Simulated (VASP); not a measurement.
# Sc (I4_1/amd) in VASP: relaxation of cell and atoms with PBE

Aim: the relaxation of cell and atoms of Sc with PBE.

Program: VASP 6.6.1. These are calculated values, not measurements. Logs are shortened: lines on timing, memory, paths and dates and some standing lists are left out, and cuts for length are marked.

### Step 1. The cell of the first run

It takes space group I4_1/amd (No. 141, tetragonal). Conventional cell: a = 5.701 Å, b = 5.701 Å, c = 3.135 Å, α = 90.00°, β = 90.00°, γ = 90.00°. Sc (site symmetry -4m2) has 10 Sc at 2.96 to 3.70 Å within 3.9 Å.

### Step 2. Relaxation of cell and atoms, PBE

The input, INCAR:

```
SYSTEM = Sc
ALGO = Normal
EDIFF = 1E-6
EDIFFG = -0.005
ENCUT = 600
GGA = PE
IBRION = 2
ISIF = 3
ISMEAR = -1
LASPH = .True.
LCHARG = .False.
LREAL = .False.
LWAVE = .False.
NELM = 80
NSW = 60
PREC = Accurate
SIGMA = 0.08
```

The input, KPOINTS:

```
k-points
0
Gamma
  14 14 14
  0 0 0
```

The input, POSCAR:

```
Sc
1.0
   -2.8504469672      2.8504469672      1.5677458320
    2.8504469672     -2.8504469672      1.5677458320
    2.8504469672      2.8504469672     -1.5677458320
Sc
2
Direct
   -0.3750000000     -0.1250000000     -0.2500000000
    0.3750000000      0.1250000000      0.2500000000
```

Potentials or basis: VASP PAW PBE potentials, release 64 (Sc_sv).

Launch:

```bash
$ cat potpaw_PBE.64/Sc_sv/POTCAR > POTCAR
$ mpirun -np 1 vasp_std > vasp.out
```

OUTCAR:

```text
SYSTEM = Sc
   EDIFF = 1E-6
   EDIFFG = -0.005
   ENCUT = 600
   GGA = PE
   IBRION = 2
   ISIF = 3
   ISMEAR = -1
   LASPH = .True.
   LREAL = .False.
   NELM = 80
   NSW = 60
   PREC = Accurate

 ion  position               nearest neighbor table
   1  0.625  0.875  0.750-   2 2.96   2 2.96   2 2.96   2 2.96
   2  0.375  0.125  0.250-   1 2.96   1 2.96   1 2.96   1 2.96

  LATTYP: Found a body centered tetragonal cell.
 ALAT       =     5.7008939344
 C/A-ratio  =     0.5500000000

  Lattice vectors:

 A1 = (  -2.8504469672,   2.8504469672,   1.5677458320)
 A2 = (   2.8504469672,  -2.8504469672,   1.5677458320)
 A3 = (   2.8504469672,   2.8504469672,  -1.5677458320)

Analysis of symmetry for initial positions (statically):
=====================================================================
 Subroutine PRICEL returns:
 Original cell was already a primitive cell.

 Routine SETGRP: Setting up the symmetry group for a
 body centered tetragonal supercell.

 Subroutine GETGRP returns: Found 16 space group operations
 (whereof  4 operations were pure point group operations)
 out of a pool of 16 trial point group operations.

The static configuration has the point symmetry C_2h.
 The point group associated with its full space group is D_4h.

Analysis of symmetry for dynamics (positions and initial velocities):
=====================================================================
 Subroutine PRICEL returns:
 Original cell was already a primitive cell.

 Routine SETGRP: Setting up the symmetry group for a
 body centered tetragonal supercell.

 Subroutine GETGRP returns: Found 16 space group operations
 (whereof  4 operations were pure point group operations)
 out of a pool of 16 trial point group operations.

The dynamic configuration has the point symmetry C_2h.
 The point group associated with its full space group is D_4h.

 Subroutine INISYM returns: Found 16 space group operations
 (whereof  4 operations are pure point group operations),
 and found     1 'primitive' translations

----------------------------------------------------------------------------------------

                                     Primitive cell

  volume of cell :      50.9520

  direct lattice vectors                    reciprocal lattice vectors
    -2.850446967  2.850446967  1.567745832     0.000000000  0.175411087  0.318929248
     2.850446967 -2.850446967  1.567745832     0.175411087  0.000000000  0.318929248
     2.850446967  2.850446967 -1.567745832     0.175411087  0.175411087  0.000000000

  length of vectors
     4.325265636  4.325265636  4.325265636     0.363984773  0.363984773  0.248068738

  position of ions in fractional coordinates (direct lattice)
     0.625000000  0.875000000  0.750000000
     0.375000000  0.125000000  0.250000000

  ion indices of the primitive-cell ions
   primitive index   ion index
                 1           1
                 2           2

----------------------------------------------------------------------------------------

 KPOINTS: k-points

Automatic generation of k-mesh.
 Grid dimensions read from file:
 generate k-points for:   14   14   14

 Generating k-lattice:

  Cartesian coordinates                     Fractional coordinates (reciprocal lattice)
     0.000000000  0.012529363  0.022780661     0.071428571  0.000000000 -0.000000000
     0.012529363  0.000000000  0.022780661     0.000000000  0.071428571 -0.000000000
     0.012529363  0.012529363  0.000000000     0.000000000  0.000000000  0.071428571

  Length of vectors
     0.025998912  0.025998912  0.017719196

  Shift w.r.t. Gamma in fractional coordinates (k-lattice)
     0.000000000  0.000000000  0.000000000

 Subroutine IBZKPT returns following result:
 ===========================================

 Found    244 irreducible k-points:

 Following reciprocal coordinates:
            Coordinates               Weight
  0.000000  0.000000  0.000000      1.000000
  0.071429 -0.000000  0.000000      8.000000
  0.142857 -0.000000  0.000000      8.000000
  0.214286  0.000000  0.000000      8.000000
  0.285714  0.000000  0.000000      8.000000
  0.357143  0.000000  0.000000      8.000000
[... 16 lines left out ...]
  0.214286  0.142857  0.000000     16.000000
  0.285714  0.142857  0.000000     16.000000
 [... further k-points ...]
   k-points           NKPTS =    244   k-points in BZ     NKDIM =    244   number of bands    NBANDS=     15
   number of dos      NEDOS =    301   number of ions     NIONS =      2
   total plane-waves  NPLWV =  46656
   dimension x,y,z NGX =    36 NGY =   36 NGZ =   36
   dimension x,y,z NGXF=    72 NGYF=   72 NGZF=   72
   ions per type =               2
   NGX,Y,Z   is equivalent  to a cutoff of  13.84, 13.84, 13.84 a.u.
   NGXF,Y,Z  is equivalent  to a cutoff of  27.67, 27.67, 27.67 a.u.
 SYSTEM =  Sc
   PREC   = accura    normal or accurate (medium, high low for compatibility)
   ISTART =      0    job   : 0-new  1-cont  2-samecut
   ICHARG =      2    charge: 1-file 2-atom 10-const
   ISPIN  =      1    spin polarized calculation?
   LNONCOLLINEAR =      F non collinear calculations
   LSORBIT =      F    spin-orbit coupling
   LASPH  =      T    aspherical Exc in radial PAW
   ENCUT  =  600.0 eV  44.10 Ry    6.64 a.u.   8.64  8.64  8.64*2*pi/ulx,y,z
   NELM   =     80;   NELMIN=  2; NELMDL= -5     # of ELM steps
   EDIFF  = 0.1E-05   stopping-criterion for ELM
   LREAL  =      F    real-space projection
   EDIFFG = -.5E-02   stopping-criterion for IOM
   NSW    =     60    number of steps for IOM
   IBRION =      2    ionic relax: 0-MD 1-quasi-New 2-CG
   NFREE  =      1    steps in history (QN), initial steepest desc. (CG)
   ISIF   =      3    stress and relaxation
   ISYM   =      2    0-nonsym 1-usesym 2-fastsym
   POTIM  = 0.5000    time-step for ionic-motion
   TEBEG  =    0.0;   TEEND  =   0.0 temperature during run
   PSTRESS=    0.0 pullay stress
   NELECT =      22.0000    total number of electrons
   NUPDOWN=      -1.0000    fix difference up-down
   EMIN   =  10.00;   EMAX   =-10.00  energy-range for DOS
   EFERMI =   0.00;   METHOD = LEGACY
   ISMEAR =    -1;   SIGMA  =   0.08  broadening in eV -4-tet -1-fermi 0-gaus
   EFERMI_NEDOS =   21; number of points for ismear=-14 and -15
   IALGO  =     38    algorithm
   IMIX   =      4    mixing-type and parameters
     AMIX     =   0.40;   BMIX     =  1.00
     AMIX_MAG =   1.60;   BMIX_MAG =  1.00
  volume/ion in A,a.u.               =      25.48       171.92
  Fermi-wavevector in a.u.,A,eV,Ry     =   1.237358  2.338267 20.831249  1.531054
  Thomas-Fermi vector in A             =   2.371928
   LORBIT       =      0    0 simple, 1 ext, 2 COOP (PROOUT), +10 PAW based schemes
   GGA     = PE    functional components
   LHFCALC =     F    Hartree Fock is set to
   AEXX    =    0.0000 exact exchange contribution
   IVDW    =     0    specifies the selected vdW correction
   LEPSILON=     F    determine dielectric tensor
   LRPA    =     F    only Hartree local field effects (RPA)
 conjugate gradient relaxation of ions
 non-spin polarized calculation
  energy-cutoff  :      600.00
  volume of cell :       50.95
 maximum number of plane-waves:      1731
   NGX = 17   NGY = 17   NGZ = 17

--------------------------------------- Ionic step        1  -------------------------------------------

 number of electron      22.0000003 magnetization

 Free energy of the ion-electron system (eV)
  ---------------------------------------------------
  ext. energy  EPLUGINS =         0.00000000
  ---------------------------------------------------
  free energy    TOTEN  =       -11.71279426 eV

  energy without entropy =      -11.62147654  energy(sigma->0) =      -11.66713540

------------------------ aborting loop because EDIFF is reached ----------------------------------------

  FORCE on cell =-STRESS in cart. coord.  units (eV):
  Direction    XX          YY          ZZ          XY          YZ          ZX
  --------------------------------------------------------------------------------------
  -------------------------------------------------------------------------------------
  Total       -0.3488783     -0.3488783     -0.3950450      0.0000000      0.0000000      0.0000000
  in kB      -10.9704116    -10.9704116    -12.4221159      0.0000000      0.0000000      0.0000000
  external PRESSURE =     -11.4543130 kB  Pullay stress =       0.0000000 kB
[... 237 lines left out ...]
  energy  without entropy=      -11.6281121817  energy(sigma->0) =      -11.67284428

--------------------------------------- Ionic step        8  -------------------------------------------

 number of electron      21.9999997 magnetization

 Free energy of the ion-electron system (eV)
  ---------------------------------------------------
  ext. energy  EPLUGINS =         0.00000000
  ---------------------------------------------------
  free energy    TOTEN  =       -11.71757762 eV

  energy without entropy =      -11.62808665  energy(sigma->0) =      -11.67283214

 E-fermi :   3.6464     XC(G=0):  -9.8262

 val. band max:        3.6463999134   @ k =  -0.0714  -0.1429   0.0714
 cond. band min:       3.6504884949   @ k =   0.3571   0.1429   0.1429
 fundamental gap:      0.0040885814
 Fermi energy:         3.6464214066

 k-point     1 :       0.0000    0.0000    0.0000
  band No.  band energies     occupation
      1     -46.0057      2.00000
      2     -45.8586      2.00000
      3     -24.8397      2.00000
      4     -24.8396      2.00000
      5     -24.3748      2.00000
      6     -24.3748      2.00000
      7     -24.3448      2.00000
      8     -24.3377      2.00000
      9      -1.3832      2.00000
     10       2.0558      2.00000
     11       3.5543      1.51968
     12       3.7218      0.56066
     13       4.4364      0.00010
     14       6.3435      0.00000
     15       6.3451      0.00000
[... 397 lines left out ...]
 k-point    24 :       0.2857    0.1429    0.0000
  band No.  band energies     occupation
      1     -45.9388      2.00000
      2     -45.8585      2.00000
      3     -24.8050      2.00000
      4     -24.7612      2.00000
      5     -24.6563      2.00000
      6     -24.6099      2.00000
      7     -24.4200      2.00000
      8     -24.3688      2.00000
      9       1.6951      2.00000
     10       2.6601      1.99999
     11       3.1016      1.99780
     12       4.0967      0.00716
     13       4.3339      0.00037
     14       4.8482      0.00000
     15       5.3079      0.00000

 [... further k-points ...]
[... 5 lines left out ...]
  --------------------------------------------------------------------------------------
  -------------------------------------------------------------------------------------
  Total       -0.0042798     -0.0042798      0.0005652      0.0000000      0.0000000     -0.0000000
  in kB       -0.1381868     -0.1381868      0.0182479      0.0000000      0.0000000     -0.0000000
  external PRESSURE =      -0.0860419 kB  Pullay stress =       0.0000000 kB
[... 17 lines left out ...]
  FREE ENERGIE OF THE ION-ELECTRON SYSTEM (eV)
  ---------------------------------------------------
  free  energy   TOTEN  =       -11.7175776205 eV

  energy  without entropy=      -11.6280866525  energy(sigma->0) =      -11.67283214

 reached required accuracy - stopping structural energy minimisation
```

It took 21 min on 1 thread of Intel Xeon 8259CL, shared host; peak memory 0.36 GiB.

What came out:

```yaml
Free_energy: -11.7176 eV
Relaxed_volume: 24.81 Å³/atom
Relaxed_cell: a = 4.286 Å, b = 4.286 Å, c = 4.286 Å, α = 97.57°, β = 97.57°, γ = 137.44°
Space_group_after_relaxing_to_0.1_Å: I4_1/amd (No. 141)
Energy_gained_by_relaxing: 2.4 meV/atom
Ionic_steps: 8
Pressure_after_relaxing: 0.0 GPa
Band_gap_on_the_k_mesh: zero (bands 11 and 12 overlap by 0.88 eV)
```

The path:
| step | energy change (eV) | largest force (eV/Å) | pressure (GPa) | volume (Å³) |
| --- | --- | --- | --- | --- |
| 1 | 0.0000 | 0.0000 | -1.15 | 50.95 |
| 2 | -0.0047 | 0.0000 | 0.04 | 49.62 |
| 3 | -0.0047 | 0.0000 | -0.01 | 49.67 |
| 4 | -0.0048 | 0.0000 | -0.03 | 49.65 |
| 5 | -0.0048 | 0.0000 | -0.04 | 49.63 |
| 6 | -0.0048 | 0.0000 | -0.01 | 49.63 |
| 7 | -0.0048 | 0.0000 | -0.01 | 49.63 |
| 8 | -0.0048 | 0.0000 | -0.01 | 49.62 |

Final structure:
```
CELL_PARAMETERS angstrom
-2.82412 2.82412 1.55539
2.82412 -2.82412 1.55539
2.82412 2.82412 -1.55539
ATOMIC_POSITIONS crystal
Sc 0.62500 0.87500 0.75000
Sc 0.37500 0.12500 0.25000
```

Levels at points of the mesh, in eV from the Fermi level:
```
           k point  band 8  band 9  band 10  band 11  band 12  band 13  band 14  band 15
(0.00, 0.00, 0.00)  -27.98   -5.03    -1.59    -0.09     0.08     0.79     2.70     2.70
(0.50, 0.00, 0.00)  -28.00   -1.56    -1.08    -0.53     0.39     0.77     1.55     1.63
(0.50, 0.50, 0.00)  -27.96   -2.64    -2.64     0.22     0.22     0.92     0.92     2.04
(0.50, 0.50, 0.50)  -27.97   -1.60    -1.60    -0.16    -0.16     0.72     0.72     2.39
```
